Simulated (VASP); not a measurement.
# AlP (F-43m) in VASP: further runs, part 2 of 2

VASP 6.6.1. The steps go on from the part before.

### Step 3. Relaxation of cell and atoms, PBE

This run uses another cell than the first one, of 14.89 Å³/atom.

INCAR reads:

```
SYSTEM = AlP
  PREC = Accurate
  ENCUT = 500
  EDIFF = 1E-7
  ISMEAR = 0
  SIGMA = 0.1
  LREAL = .False.
  LASPH = .True.
  NELM = 120
  ALGO = Normal
  ISIF = 3
  LWAVE = .False.
  LCHARG = .False.
  GGA = PE
  IBRION = 2
  NSW = 80
  EDIFFG = -0.05
  GGA_COMPAT = .False.
  NELMIN = 4
```

KPOINTS reads:

```
Automatic mesh
0
Gamma
  8 8 8
  0 0 0
```

POSCAR reads:

```
AlP
1.0
    0.0000000000      2.4599111254      2.4599111254
    2.4599111254      0.0000000000      2.4599111254
    2.4599111254      2.4599111254      0.0000000000
Al P
1 1
Direct
    0.0000000000      0.0000000000      0.0000000000
    0.7500000000      0.7500000000      0.7500000000
```

Potentials or basis: VASP PAW PBE potentials, release 64 (Al, P).

Launch:

```
> cat potpaw_PBE.64/Al/POTCAR potpaw_PBE.64/P/POTCAR > POTCAR
> mpirun -np 1 vasp_std > vasp.out
```

OUTCAR:

```text
SYSTEM = AlP
   PREC = Accurate
   ENCUT = 500
   EDIFF = 1E-7
   ISMEAR = 0
   LREAL = .False.
   LASPH = .True.
   NELM = 120
   ISIF = 3
   GGA = PE
   IBRION = 2
   NSW = 80
   EDIFFG = -0.05
   NELMIN = 4

 ion  position               nearest neighbor table
   1  0.000  0.000  0.000-   2 2.13   2 2.13   2 2.13   2 2.13
   2  0.750  0.750  0.750-   1 2.13   1 2.13   1 2.13   1 2.13

  LATTYP: Found a face centered cubic cell.
 ALAT       =     4.9198222508

  Lattice vectors:

 A1 = (   0.0000000000,   2.4599111254,   2.4599111254)
 A2 = (   2.4599111254,   0.0000000000,   2.4599111254)
 A3 = (   2.4599111254,   2.4599111254,   0.0000000000)

Analysis of symmetry for initial positions (statically):
=====================================================================
 Subroutine PRICEL returns:
 Original cell was already a primitive cell.

 Routine SETGRP: Setting up the symmetry group for a
 face centered cubic supercell.

 Subroutine GETGRP returns: Found 24 space group operations
 (whereof 24 operations were pure point group operations)
 out of a pool of 48 trial point group operations.

The static configuration has the point symmetry T_d .

Analysis of symmetry for dynamics (positions and initial velocities):
=====================================================================
 Subroutine PRICEL returns:
 Original cell was already a primitive cell.

 Routine SETGRP: Setting up the symmetry group for a
 face centered cubic supercell.

 Subroutine GETGRP returns: Found 24 space group operations
 (whereof 24 operations were pure point group operations)
 out of a pool of 48 trial point group operations.

The dynamic configuration has the point symmetry T_d .

 Subroutine INISYM returns: Found 24 space group operations
 (whereof 24 operations are pure point group operations),
 and found     1 'primitive' translations

----------------------------------------------------------------------------------------

                                     Primitive cell

  volume of cell :      29.7706

  direct lattice vectors                    reciprocal lattice vectors
     0.000000000  2.459911125  2.459911125    -0.203259376  0.203259376  0.203259376
     2.459911125  0.000000000  2.459911125     0.203259376 -0.203259376  0.203259376
     2.459911125  2.459911125  0.000000000     0.203259376  0.203259376 -0.203259376

  length of vectors
     3.478839676  3.478839676  3.478839676     0.352055566  0.352055566  0.352055566

  position of ions in fractional coordinates (direct lattice)
     0.000000000  0.000000000  0.000000000
     0.750000000  0.750000000  0.750000000

  ion indices of the primitive-cell ions
   primitive index   ion index
                 1           1
                 2           2

----------------------------------------------------------------------------------------

 KPOINTS: Automatic mesh

Automatic generation of k-mesh.
 Grid dimensions read from file:
 generate k-points for:    8    8    8

 Generating k-lattice:

  Cartesian coordinates                     Fractional coordinates (reciprocal lattice)
    -0.025407422  0.025407422  0.025407422     0.125000000  0.000000000  0.000000000
     0.025407422 -0.025407422  0.025407422     0.000000000  0.125000000  0.000000000
     0.025407422  0.025407422 -0.025407422     0.000000000  0.000000000  0.125000000

  Length of vectors
     0.044006946  0.044006946  0.044006946

  Shift w.r.t. Gamma in fractional coordinates (k-lattice)
     0.000000000  0.000000000  0.000000000

 Subroutine IBZKPT returns following result:
 ===========================================

 Found     29 irreducible k-points:

 Following reciprocal coordinates:
            Coordinates               Weight
  0.000000  0.000000  0.000000      1.000000
  0.125000  0.000000  0.000000      8.000000
  0.250000  0.000000  0.000000      8.000000
  0.375000  0.000000  0.000000      8.000000
  0.500000  0.000000  0.000000      4.000000
  0.125000  0.125000  0.000000      6.000000
[... 16 lines left out ...]
  0.500000  0.250000  0.125000     48.000000
 -0.375000  0.250000  0.125000     24.000000
 [... further k-points ...]
   k-points           NKPTS =     29   k-points in BZ     NKDIM =     29   number of bands    NBANDS=      8
   number of dos      NEDOS =    301   number of ions     NIONS =      2
   total plane-waves  NPLWV =  21952
   dimension x,y,z NGX =    28 NGY =   28 NGZ =   28
   dimension x,y,z NGXF=    56 NGYF=   56 NGZF=   56
   ions per type =               1   1
   NGX,Y,Z   is equivalent  to a cutoff of  13.38, 13.38, 13.38 a.u.
   NGXF,Y,Z  is equivalent  to a cutoff of  26.76, 26.76, 26.76 a.u.
 SYSTEM =  AlP
   PREC   = accura    normal or accurate (medium, high low for compatibility)
   ISTART =      0    job   : 0-new  1-cont  2-samecut
   ICHARG =      2    charge: 1-file 2-atom 10-const
   ISPIN  =      1    spin polarized calculation?
   LNONCOLLINEAR =      F non collinear calculations
   LSORBIT =      F    spin-orbit coupling
   LASPH  =      T    aspherical Exc in radial PAW
   ENCUT  =  500.0 eV  36.75 Ry    6.06 a.u.   6.34  6.34  6.34*2*pi/ulx,y,z
   NELM   =    120;   NELMIN=  4; NELMDL= -5     # of ELM steps
   EDIFF  = 0.1E-06   stopping-criterion for ELM
   LREAL  =      F    real-space projection
   EDIFFG = -.5E-01   stopping-criterion for IOM
   NSW    =     80    number of steps for IOM
   IBRION =      2    ionic relax: 0-MD 1-quasi-New 2-CG
   NFREE  =      1    steps in history (QN), initial steepest desc. (CG)
   ISIF   =      3    stress and relaxation
   ISYM   =      2    0-nonsym 1-usesym 2-fastsym
   POTIM  = 0.5000    time-step for ionic-motion
   TEBEG  =    0.0;   TEEND  =   0.0 temperature during run
   PSTRESS=    0.0 pullay stress
   NELECT =       8.0000    total number of electrons
   NUPDOWN=      -1.0000    fix difference up-down
   EMIN   =  10.00;   EMAX   =-10.00  energy-range for DOS
   EFERMI =   0.00;   METHOD = LEGACY
   ISMEAR =     0;   SIGMA  =   0.10  broadening in eV -4-tet -1-fermi 0-gaus
   EFERMI_NEDOS =   21; number of points for ismear=-14 and -15
   IALGO  =     38    algorithm
   IMIX   =      4    mixing-type and parameters
     AMIX     =   0.40;   BMIX     =  1.00
     AMIX_MAG =   1.60;   BMIX_MAG =  1.00
  volume/ion in A,a.u.               =      14.89       100.45
  Fermi-wavevector in a.u.,A,eV,Ry     =   1.056433  1.996369 15.184800  1.116051
  Thomas-Fermi vector in A             =   2.191669
   LORBIT       =      0    0 simple, 1 ext, 2 COOP (PROOUT), +10 PAW based schemes
   GGA     = PE    functional components
   LHFCALC =     F    Hartree Fock is set to
   AEXX    =    0.0000 exact exchange contribution
   IVDW    =     0    specifies the selected vdW correction
   LEPSILON=     F    determine dielectric tensor
   LRPA    =     F    only Hartree local field effects (RPA)
 conjugate gradient relaxation of ions
 non-spin polarized calculation
 Gauss-broadening in eV      SIGMA  =   0.10
  energy-cutoff  :      500.00
  volume of cell :       29.77
 maximum number of plane-waves:       775
 NGX is ok and might be reduce to    28
   NGX = 13   NGY = 13   NGZ = 13

--------------------------------------- Ionic step        1  -------------------------------------------

 number of electron       8.0000001 magnetization

 Free energy of the ion-electron system (eV)
  ---------------------------------------------------
  ext. energy  EPLUGINS =         0.00000000
  ---------------------------------------------------
  free energy    TOTEN  =        -8.82347797 eV

  energy without entropy =       -8.82347797  energy(sigma->0) =       -8.82347797

 E-fermi :   8.2855     XC(G=0): -10.4809

 val. band max:        7.9051760998   @ k =   0.0000   0.0000   0.0000
 cond. band min:       8.6658631706   @ k =   0.5000   0.5000   0.0000
 fundamental gap:      0.7606870708
 Fermi energy:         8.2854753261

 k-point     1 :       0.0000    0.0000    0.0000
  band No.  band energies     occupation
      1      -5.7008      2.00000
      2       7.9052      2.00000
      3       7.9052      2.00000
      4       7.9052      2.00000
      5      12.8577      0.00000
      6      12.8577      0.00000
      7      12.8577      0.00000
      8      14.0127      0.00000
[... 631 lines left out ...]
  energy  without entropy=      -10.3738589453  energy(sigma->0) =      -10.37385895

--------------------------------------- Ionic step        4  -------------------------------------------

 number of electron       8.0000001 magnetization

 Free energy of the ion-electron system (eV)
  ---------------------------------------------------
  ext. energy  EPLUGINS =         0.00000000
  ---------------------------------------------------
  free energy    TOTEN  =       -10.37495802 eV

  energy without entropy =      -10.37495802  energy(sigma->0) =      -10.37495802

 E-fermi :   4.7964     XC(G=0):  -9.0982

 val. band max:        4.3227213616   @ k =   0.0000   0.0000   0.0000
 cond. band min:       5.9573097335   @ k =   0.5000   0.5000   0.0000
 fundamental gap:      1.6345883719
 Fermi energy:         4.7964427963

 k-point     1 :       0.0000    0.0000    0.0000
  band No.  band energies     occupation
      1      -7.0213      2.00000
      2       4.3227      2.00000
      3       4.3227      2.00000
      4       4.3227      2.00000
      5       7.3853      0.00000
      6       8.8440      0.00000
      7       8.8440      0.00000
      8       8.8440      0.00000
[... 282 lines left out ...]
  FREE ENERGIE OF THE ION-ELECTRON SYSTEM (eV)
  ---------------------------------------------------
  free  energy   TOTEN  =       -10.3749580162 eV

  energy  without entropy=      -10.3749580162  energy(sigma->0) =      -10.37495802

 reached required accuracy - stopping structural energy minimisation
```

CONTCAR:

```text
AlP
   1.00000000000000
     0.0000000000000000    2.7561127880363330    2.7561127880363330
     2.7561127880363330   -0.0000000000000000    2.7561127880363330
     2.7561127880363330    2.7561127880363330   -0.0000000000000000
  Al              P
     1     1
Direct
     0.0000000000000000    0.0000000000000000    0.0000000000000000
     0.7500000000000000    0.7500000000000000    0.7500000000000000

  0.00000000E+00  0.00000000E+00  0.00000000E+00
  0.00000000E+00  0.00000000E+00  0.00000000E+00
```

It took 44 s on 1 thread of Intel Xeon Platinum 8375C at 2.90GHz (Ice Lake), shared host; peak memory 0.15 GiB.

Results:

```yaml
Free_energy: -10.3750 eV
Relaxed_volume: 20.94 Å³/atom
Relaxed_cell: a = 3.898 Å, b = 3.898 Å, c = 3.898 Å, α = 60.00°, β = 60.00°, γ = 60.00°
Space_group_after_relaxing_to_0.1_Å: F-43m (No. 216)
Energy_gained_by_relaxing: 775.7 meV/atom
Ionic_steps: 4
Pressure_after_relaxing: -0.3 GPa
Band_gap_on_the_k_mesh: 1.63 eV (least direct gap 3.06 eV)
```

Step by step:
```tsv
step	energy change (eV)	largest force (eV/Å)	pressure (GPa)	volume (Å³)
1	0.0000	0.0000	55.04	29.77
2	-0.6670	0.0000	-13.22	57.68
3	-1.5504	0.0000	-0.87	42.17
4	-1.5515	0.0000	-0.29	41.87
```

Final structure:
```xyz
2
Lattice="0.0000 2.7561 2.7561 2.7561 0.0000 2.7561 2.7561 2.7561 0.0000" Properties=species:S:1:pos:R:3 pbc="T T T"
Al    0.0000    0.0000    0.0000
P     4.1342    4.1342    4.1342
```

Caveat: the volume moved by over 15 % at a fixed basis, so the end points are rough.
